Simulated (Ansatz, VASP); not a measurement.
# CuF: VASP beside Ansatz

```
Cu F
1.0
     3.50866    0.00000    0.00000
    -1.75433    3.03859    0.00000
     0.00000    0.00000    5.08252
Cu F
2 2
Direct
  0.33333 0.66667 0.25000
  0.66667 0.33333 0.75000
  0.66667 0.33333 0.25000
  0.33333 0.66667 0.75000
```

Alike in both runs: task single point; functional PBE; k mesh 12 × 12 × 6; occupations fermi-dirac, width 0.02 eV; no spin polarisation.

|  | VASP | Ansatz |
| --- | --- | --- |
| version | VASP 6.6.1 | Ansatz 0.2.0 |
| potentials or method | VASP PAW PBE potentials, release 64 (Cu, F) | plane waves, PAW |
| plane-wave cutoff (eV) | 520 | 420 |
| valence electrons in the cell | 36 | 52 |

|  | VASP | Ansatz | Ansatz less VASP |
| --- | --- | --- | --- |
| pressure (GPa) | 4.7 | 4.4 | -0.25 |
| traceless stress, the component that is largest in VASP (GPa) | -0.84 | -0.46 | +0.382 |

The functional is the same, so the differences come from potentials, cutoffs and numerics. VASP's potentials hold 36 valence electrons a cell and Ansatz's 52, so a difference there can come from the potentials and not from the codes.
